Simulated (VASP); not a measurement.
# CO2 (Pbca) in VASP: a series of runs

Runs on CO2. Level: PBEsol. Tasks: single point.

All numbers are computed with VASP 6.6.1; they aren't measurements. Logs are shortened: lines on timing, memory, paths and dates and some standing lists are left out, and cuts for length are marked.

## 1. The cell of the first run

The structure is orthorhombic, space group Pbca (No. 61). The conventional cell has a = 4.930 Å, b = 6.438 Å, c = 5.800 Å, α = 90.00°, β = 90.00°, γ = 90.00°. C (site symmetry -1) has 2 O at 1.16 Å within 1.6 Å. O (site symmetry 1) has 1 C at 1.16 Å within 1.6 Å.

## 2. Single point, PBEsol (normal strain along x +0.1100, normal strain along z -0.1500)

Input file INCAR:

```
SYSTEM = CO2
PREC = Accurate
ENCUT = 520
EDIFF = 1E-6
ISMEAR = 0
SIGMA = 0.05
LREAL = .FALSE.
LASPH = .TRUE.
NELM = 80
ALGO = Normal
ISIF = 2
LWAVE = .FALSE.
LCHARG = .TRUE.
GGA = PS
LELF = .TRUE.
LVHAR = .TRUE.
NBANDS = 44
```

Input file KPOINTS:

```
regular mesh
0
G
  4 4 4
  0 0 0
```

Input file POSCAR:

```
CO2
1.0
    6.4379279986      0.0000000000      0.0000000000
    0.0000000000      5.7999351339      0.0000000000
    0.0000000000      0.0000000000      4.9299448638
C O
4 8
Direct
    0.0000000000      0.0000000000      0.0000000000
    0.5000000000      0.0000000000      0.5000000000
    0.5000000000      0.5000000000      0.0000000000
    0.0000000000      0.5000000000      0.5000000000
    0.1161576883      0.1161576883      0.1161576883
    0.3838423117      0.8838423117      0.6161576883
    0.6161576883      0.3838423117      0.8838423117
    0.8838423117      0.6161576883      0.3838423117
    0.8838423117      0.8838423117      0.8838423117
    0.6161576883      0.1161576883      0.3838423117
    0.3838423117      0.6161576883      0.1161576883
    0.1161576883      0.3838423117      0.6161576883
```

Potentials or basis: VASP PAW PBE potentials, release 64 (C, O).

On the command line:

```bash
$ cat potpaw_PBE.64/C/POTCAR potpaw_PBE.64/O/POTCAR > POTCAR
$ mpirun -np 1 vasp_std > vasp.out
```

OUTCAR:

```text
SYSTEM = CO2
   PREC = Accurate
   ENCUT = 520
   EDIFF = 1E-6
   ISMEAR = 0
   LREAL = .FALSE.
   LASPH = .TRUE.
   NELM = 80
   ISIF = 2
   GGA = PS

 ion  position               nearest neighbor table
   1  0.000  0.000  0.000-   5 1.16   9 1.16
   2  0.500  0.000  0.500-   6 1.16  10 1.16
   3  0.500  0.500  0.000-   7 1.16  11 1.16
   4  0.000  0.500  0.500-   8 1.16  12 1.16
   5  0.116  0.116  0.116-   1 1.16
   6  0.384  0.884  0.616-   2 1.16
   7  0.616  0.384  0.884-   3 1.16
   8  0.884  0.616  0.384-   4 1.16
   9  0.884  0.884  0.884-   1 1.16
  10  0.616  0.116  0.384-   2 1.16
  11  0.384  0.616  0.116-   3 1.16
  12  0.116  0.384  0.616-   4 1.16

  LATTYP: Found a simple orthorhombic cell.
 ALAT       =     4.9299448638
 B/A-ratio  =     1.1764705882
 C/A-ratio  =     1.3058823529

  Lattice vectors:

 A1 = (   0.0000000000,   0.0000000000,  -4.9299448638)
 A2 = (   0.0000000000,   5.7999351339,   0.0000000000)
 A3 = (   6.4379279986,   0.0000000000,   0.0000000000)

Analysis of symmetry for initial positions (statically):
=====================================================================
 Subroutine PRICEL returns:
 Original cell was already a primitive cell.

 Routine SETGRP: Setting up the symmetry group for a
 simple orthorhombic supercell.

 Subroutine GETGRP returns: Found  8 space group operations
 (whereof  2 operations were pure point group operations)
 out of a pool of  8 trial point group operations.

The static configuration has the point symmetry S_2 .
 The point group associated with its full space group is D_2h.

Analysis of symmetry for dynamics (positions and initial velocities):
=====================================================================
 Subroutine PRICEL returns:
 Original cell was already a primitive cell.

 Routine SETGRP: Setting up the symmetry group for a
 simple orthorhombic supercell.

 Subroutine GETGRP returns: Found  8 space group operations
 (whereof  2 operations were pure point group operations)
 out of a pool of  8 trial point group operations.

The dynamic configuration has the point symmetry S_2 .
 The point group associated with its full space group is D_2h.

 Subroutine INISYM returns: Found  8 space group operations
 (whereof  2 operations are pure point group operations),
 and found     1 'primitive' translations

----------------------------------------------------------------------------------------

                                     Primitive cell

  volume of cell :     184.0820

  direct lattice vectors                    reciprocal lattice vectors
     6.437927999  0.000000000  0.000000000     0.155329479  0.000000000  0.000000000
     0.000000000  5.799935134  0.000000000     0.000000000  0.172415721  0.000000000
     0.000000000  0.000000000  4.929944864     0.000000000  0.000000000  0.202842025

  length of vectors
     6.437927999  5.799935134  4.929944864     0.155329479  0.172415721  0.202842025

  position of ions in fractional coordinates (direct lattice)
     0.000000000  0.000000000  0.000000000
     0.500000000  0.000000000  0.500000000
     0.500000000  0.500000000  0.000000000
     0.000000000  0.500000000  0.500000000
     0.116157688  0.116157688  0.116157688
     0.383842312  0.883842312  0.616157688
     0.616157688  0.383842312  0.883842312
     0.883842312  0.616157688  0.383842312
     0.883842312  0.883842312  0.883842312
     0.616157688  0.116157688  0.383842312
     0.383842312  0.616157688  0.116157688
     0.116157688  0.383842312  0.616157688

  ion indices of the primitive-cell ions
   primitive index   ion index
                 1           1
                 2           2
                 3           3
                 4           4
                 5           5
                 6           6
                 7           7
                 8           8
                 9           9
                10          10
                11          11
                12          12

----------------------------------------------------------------------------------------

 KPOINTS: regular mesh

Automatic generation of k-mesh.
 Grid dimensions read from file:
 generate k-points for:    4    4    4

 Generating k-lattice:

  Cartesian coordinates                     Fractional coordinates (reciprocal lattice)
     0.038832370  0.000000000  0.000000000     0.250000000  0.000000000  0.000000000
     0.000000000  0.043103930  0.000000000     0.000000000  0.250000000  0.000000000
     0.000000000  0.000000000  0.050710506     0.000000000  0.000000000  0.250000000

  Length of vectors
     0.038832370  0.043103930  0.050710506

  Shift w.r.t. Gamma in fractional coordinates (k-lattice)
     0.000000000  0.000000000  0.000000000

 Subroutine IBZKPT returns following result:
 ===========================================

 Found     27 irreducible k-points:

 Following reciprocal coordinates:
            Coordinates               Weight
  0.000000  0.000000  0.000000      1.000000
  0.250000  0.000000  0.000000      2.000000
  0.500000  0.000000  0.000000      1.000000
  0.000000  0.250000  0.000000      2.000000
  0.250000  0.250000  0.000000      4.000000
  0.500000  0.250000  0.000000      2.000000
[... 16 lines left out ...]
  0.250000  0.250000  0.500000      4.000000
  0.500000  0.250000  0.500000      2.000000
 [... further k-points ...]
   k-points           NKPTS =     27   k-points in BZ     NKDIM =     27   number of bands    NBANDS=     44
   number of dos      NEDOS =    301   number of ions     NIONS =     12
   total plane-waves  NPLWV =  92160
   dimension x,y,z NGX =    48 NGY =   48 NGZ =   40
   dimension x,y,z NGXF=    96 NGYF=   96 NGZF=   80
   ions per type =               4   8
   NGX,Y,Z   is equivalent  to a cutoff of  12.39, 13.76, 13.49 a.u.
   NGXF,Y,Z  is equivalent  to a cutoff of  24.79, 27.52, 26.98 a.u.
 SYSTEM =  CO2
   PREC   = accura    normal or accurate (medium, high low for compatibility)
   ISTART =      0    job   : 0-new  1-cont  2-samecut
   ICHARG =      2    charge: 1-file 2-atom 10-const
   ISPIN  =      1    spin polarized calculation?
   LNONCOLLINEAR =      F non collinear calculations
   LSORBIT =      F    spin-orbit coupling
   LASPH  =      T    aspherical Exc in radial PAW
   ENCUT  =  520.0 eV  38.22 Ry    6.18 a.u.  11.97 10.78  9.17*2*pi/ulx,y,z
   NELM   =     80;   NELMIN=  2; NELMDL= -5     # of ELM steps
   EDIFF  = 0.1E-05   stopping-criterion for ELM
   LREAL  =      F    real-space projection
   EDIFFG = 0.1E-04   stopping-criterion for IOM
   NSW    =      0    number of steps for IOM
   IBRION =     -1    ionic relax: 0-MD 1-quasi-New 2-CG
   NFREE  =      0    steps in history (QN), initial steepest desc. (CG)
   ISIF   =      2    stress and relaxation
   ISYM   =      2    0-nonsym 1-usesym 2-fastsym
   POTIM  = 0.5000    time-step for ionic-motion
   TEBEG  =    0.0;   TEEND  =   0.0 temperature during run
   PSTRESS=    0.0 pullay stress
   NELECT =      64.0000    total number of electrons
   NUPDOWN=      -1.0000    fix difference up-down
   EMIN   =  10.00;   EMAX   =-10.00  energy-range for DOS
   EFERMI =   0.00;   METHOD = LEGACY
   ISMEAR =     0;   SIGMA  =   0.05  broadening in eV -4-tet -1-fermi 0-gaus
   EFERMI_NEDOS =   21; number of points for ismear=-14 and -15
   IALGO  =     38    algorithm
   IMIX   =      4    mixing-type and parameters
     AMIX     =   0.40;   BMIX     =  1.00
     AMIX_MAG =   1.60;   BMIX_MAG =  1.00
  volume/ion in A,a.u.               =      15.34       103.52
  Fermi-wavevector in a.u.,A,eV,Ry     =   1.151148  2.175354 18.029638  1.325141
  Thomas-Fermi vector in A             =   2.287807
   LORBIT       =      0    0 simple, 1 ext, 2 COOP (PROOUT), +10 PAW based schemes
   GGA     = PS    functional components
   LHFCALC =     F    Hartree Fock is set to
   AEXX    =    0.0000 exact exchange contribution
   IVDW    =     0    specifies the selected vdW correction
   LEPSILON=     F    determine dielectric tensor
   LRPA    =     F    only Hartree local field effects (RPA)
 non-spin polarized calculation
 Gauss-broadening in eV      SIGMA  =   0.05
  energy-cutoff  :      520.00
  volume of cell :      184.08
 maximum number of plane-waves:      5012
 NGX is ok and might be reduce to    48
   NGX = 23   NGY = 21   NGZ = 19

 number of electron      63.9999991 magnetization

 Free energy of the ion-electron system (eV)
  ---------------------------------------------------
  ext. energy  EPLUGINS =         0.00000000
  ---------------------------------------------------
  free energy    TOTEN  =       -95.08405798 eV

  energy without entropy =      -95.08405798  energy(sigma->0) =      -95.08405798

 E-fermi :  -3.4376     XC(G=0):  -7.7369

 val. band max:       -3.7017552607   @ k =   0.0000   0.0000   0.0000
 cond. band min:       2.8188206410   @ k =   0.0000   0.0000   0.0000
 fundamental gap:      6.5205759017
 Fermi energy:        -3.4375992843

 k-point     1 :       0.0000    0.0000    0.0000
  band No.  band energies     occupation
      1     -24.5011      2.00000
      2     -24.3765      2.00000
      3     -24.3039      2.00000
      4     -24.2674      2.00000
      5     -23.4372      2.00000
      6     -23.3986      2.00000
[... 36 lines left out ...]
     43       6.7183      0.00000
     44       7.8359      0.00000

 k-point     2 :       0.2500    0.0000    0.0000
  band No.  band energies     occupation
      1     -24.4839      2.00000
      2     -24.3959      2.00000
      3     -24.2986      2.00000
      4     -24.2729      2.00000
      5     -23.4306      2.00000
      6     -23.4034      2.00000
[... 1026 lines left out ...]
 k-point    24 :       0.5000    0.2500    0.5000
  band No.  band energies     occupation
      1     -24.3611      2.00000
      2     -24.3611      2.00000
      3     -24.3611      2.00000
      4     -24.3611      2.00000
      5     -23.3753      2.00000
      6     -23.3753      2.00000
[... 36 lines left out ...]
     43       5.7709      0.00000
     44       5.7709      0.00000

 [... further k-points ...]

------------------------ aborting loop because EDIFF is reached ----------------------------------------

  FORCE on cell =-STRESS in cart. coord.  units (eV):
  Direction    XX          YY          ZZ          XY          YZ          ZX
  --------------------------------------------------------------------------------------
  -------------------------------------------------------------------------------------
  Total        5.6445130      5.6649127      5.4440024      0.0000000      0.0000000      0.0000000
  in kB       49.1276226     49.3051735     47.3824567      0.0000000      0.0000000      0.0000000
  external PRESSURE =      48.6050843 kB  Pullay stress =       0.0000000 kB

 VOLUME and BASIS-vectors are now :
 -----------------------------------------------------------------------------
  energy-cutoff  :      520.00
  volume of cell :      184.08
      direct lattice vectors                 reciprocal lattice vectors
     6.437927999  0.000000000  0.000000000     0.155329479  0.000000000  0.000000000
     0.000000000  5.799935134  0.000000000     0.000000000  0.172415721  0.000000000
     0.000000000  0.000000000  4.929944864     0.000000000  0.000000000  0.202842025

 POSITION                                       TOTAL-FORCE (eV/Angst)
 -----------------------------------------------------------------------------------
      0.00000      0.00000      0.00000         0.000000     -0.000000      0.000000
      3.21896      0.00000      2.46497         0.000000     -0.000000      0.000000
      3.21896      2.89997      0.00000         0.000000     -0.000000      0.000000
      0.00000      2.89997      2.46497         0.000000     -0.000000      0.000000
      0.74781      0.67371      0.57265         1.069886      0.914261      0.877808
      2.47115      5.12623      3.03762        -1.069886     -0.914261      0.877808
      3.96678      2.22626      4.35729         1.069886     -0.914261     -0.877808
      5.69011      3.57367      1.89232        -1.069886      0.914261     -0.877808
      5.69011      5.12623      4.35729        -1.069886     -0.914261     -0.877808
      3.96678      0.67371      1.89232         1.069886      0.914261     -0.877808
      2.47115      3.57367      0.57265        -1.069886      0.914261      0.877808
      0.74781      2.22626      3.03762         1.069886     -0.914261      0.877808
 -----------------------------------------------------------------------------------
    total drift:                                0.000000      0.000000      0.000000

  FREE ENERGIE OF THE ION-ELECTRON SYSTEM (eV)
  ---------------------------------------------------
  free  energy   TOTEN  =       -95.0840579836 eV

  energy  without entropy=      -95.0840579836  energy(sigma->0) =      -95.08405798
```

It took 1.7 min on 1 thread of Intel Xeon 6975P-C (Granite Rapids), shared host; peak memory 0.37 GiB.

Results:

```
Free energy            : -95.0841 eV
Pressure               : 4.9 GPa
Largest force          : 1.659 eV/Å
Band gap on the k mesh : 6.52 eV
```

Forces on the atoms (eV/Å):
```
C    0.000  0.000  0.000
C    0.000  0.000  0.000
C    0.000  0.000  0.000
C    0.000  0.000  0.000
O    1.070  0.914  0.878
O   -1.070 -0.914  0.878
O    1.070 -0.914 -0.878
O   -1.070  0.914 -0.878
O   -1.070 -0.914 -0.878
O    1.070  0.914 -0.878
O   -1.070  0.914  0.878
O    1.070 -0.914  0.878
```

Levels at points of the mesh, in eV from the valence-band top:
| k point | band 28 | band 29 | band 30 | band 31 | band 32 | band 33 | band 34 | band 35 | band 36 | band 37 |
| --- | --- | --- | --- | --- | --- | --- | --- | --- | --- | --- |
| (0.00, 0.00, 0.00) | -0.51 | -0.48 | -0.32 | -0.27 | 0.00 | 6.52 | 7.85 | 7.92 | 7.96 | 8.35 |
| (0.50, 0.00, 0.00) | -0.59 | -0.46 | -0.46 | -0.15 | -0.15 | 7.65 | 7.65 | 7.83 | 7.83 | 8.29 |
| (0.00, 0.50, 0.00) | -0.58 | -0.42 | -0.42 | -0.29 | -0.29 | 7.93 | 7.93 | 8.11 | 8.11 | 8.14 |
| (0.50, 0.50, 0.00) | -0.51 | -0.43 | -0.43 | -0.43 | -0.43 | 8.00 | 8.00 | 8.00 | 8.00 | 8.47 |
| (0.00, 0.00, 0.50) | -0.45 | -0.40 | -0.40 | -0.35 | -0.35 | 7.92 | 7.92 | 8.32 | 8.32 | 8.42 |
| (0.50, 0.00, 0.50) | -0.56 | -0.33 | -0.33 | -0.33 | -0.33 | 7.97 | 7.97 | 7.97 | 7.97 | 8.58 |
| (0.00, 0.50, 0.50) | -0.62 | -0.30 | -0.30 | -0.30 | -0.30 | 7.99 | 7.99 | 7.99 | 7.99 | 8.60 |
| (0.50, 0.50, 0.50) | -0.67 | -0.28 | -0.28 | -0.28 | -0.28 | 8.04 | 8.04 | 8.04 | 8.04 | 8.74 |

Caveat: the cell differs from its parent crystal (normal strain along x +0.1100, normal strain along z -0.1500); the cell stands under pressure; this functional lacks dispersion, which holds the molecules together, so the pressure and a relaxed volume are unreliable; the PAW data sets were made with another functional, which shifts forces and pressure a little. A k mesh can miss the band edges.

## 3. Single point, PBEsol (normal strain along x -0.0550, normal strain along z +0.0000)

Input file INCAR:

```
SYSTEM = CO2
PREC = Accurate ; ENCUT = 520
EDIFF = 1E-6 ; ISMEAR = 0
SIGMA = 0.05 ; LREAL = .False.
LASPH = .True. ; NELM = 60
ALGO = Normal ; ISIF = 2
LWAVE = .False. ; LCHARG = .False.
GGA = PS ; NBANDS = 44
```

Input file KPOINTS:

```
regular mesh
0
Gamma
  4 4 4
  0 0 0
```

Changes to POSCAR since step 2:

```diff
@@ -2,5 +2,5 @@
 1.0
-    6.4379279986      0.0000000000      0.0000000000
+    5.4809387015      0.0000000000      0.0000000000
     0.0000000000      5.7999351339      0.0000000000
-    0.0000000000      0.0000000000      4.9299448638
+    0.0000000000      0.0000000000      5.7999351339
 C O
```

Potentials or basis: VASP PAW PBE potentials, release 64 (C, O).

On the command line:

```bash
$ cat potpaw_PBE.64/C/POTCAR potpaw_PBE.64/O/POTCAR > POTCAR
$ mpirun -np 1 vasp_std > vasp.out
```

Run time: 1.7 min. Hardware: 1 thread of Intel Xeon 6975P-C (Granite Rapids), shared host; peak memory 0.37 GiB.

Results (log left out):

```
Free energy            : -95.0015 eV
Pressure               : 8.2 GPa
Largest force          : 3.151 eV/Å
Band gap on the k mesh : 6.84 eV
```

Forces on the atoms (eV/Å):
```
C    0.000  0.000  0.000
C    0.000  0.000  0.000
C    0.000  0.000  0.000
C    0.000  0.000  0.000
O    1.761  1.854  1.841
O   -1.761 -1.854  1.841
O    1.761 -1.854 -1.841
O   -1.761  1.854 -1.841
O   -1.761 -1.854 -1.841
O    1.761  1.854 -1.841
O   -1.761  1.854  1.841
O    1.761 -1.854  1.841
```

Stress tensor (GPa, compression positive):
```
7.87 0.00 0.00
0.00 8.41 0.00
0.00 0.00 8.44
```

Levels at points of the mesh, in eV from the valence-band top:
| k point | band 29 | band 30 | band 31 | band 32 | band 33 | band 34 | band 35 | band 36 |
| --- | --- | --- | --- | --- | --- | --- | --- | --- |
| (0.00, 0.00, 0.00) | -0.21 | -0.21 | -0.11 | 0.00 | 6.84 | 8.36 | 8.40 | 8.49 |
| (0.50, 0.00, 0.00) | -0.30 | -0.30 | -0.14 | -0.14 | 8.33 | 8.33 | 8.38 | 8.38 |
| (0.00, 0.50, 0.00) | -0.31 | -0.31 | -0.10 | -0.10 | 8.22 | 8.22 | 8.28 | 8.28 |
| (0.00, 0.00, 0.50) | -0.32 | -0.32 | -0.12 | -0.12 | 8.22 | 8.22 | 8.36 | 8.36 |
| (0.50, 0.50, 0.00) | -0.29 | -0.29 | -0.29 | -0.29 | 8.29 | 8.29 | 8.29 | 8.29 |
| (0.50, 0.00, 0.50) | -0.27 | -0.27 | -0.27 | -0.27 | 8.31 | 8.31 | 8.31 | 8.31 |
| (0.00, 0.50, 0.50) | -0.30 | -0.30 | -0.30 | -0.30 | 8.31 | 8.31 | 8.31 | 8.31 |
| (0.50, 0.50, 0.50) | -0.29 | -0.29 | -0.29 | -0.29 | 8.36 | 8.36 | 8.36 | 8.36 |

Caveat: the cell differs from its parent crystal (normal strain along x -0.0550, normal strain along z +0.0000); the cell stands under pressure; this functional lacks dispersion, which holds the molecules together, so the pressure and a relaxed volume are unreliable; the PAW data sets were made with another functional, which shifts forces and pressure a little.
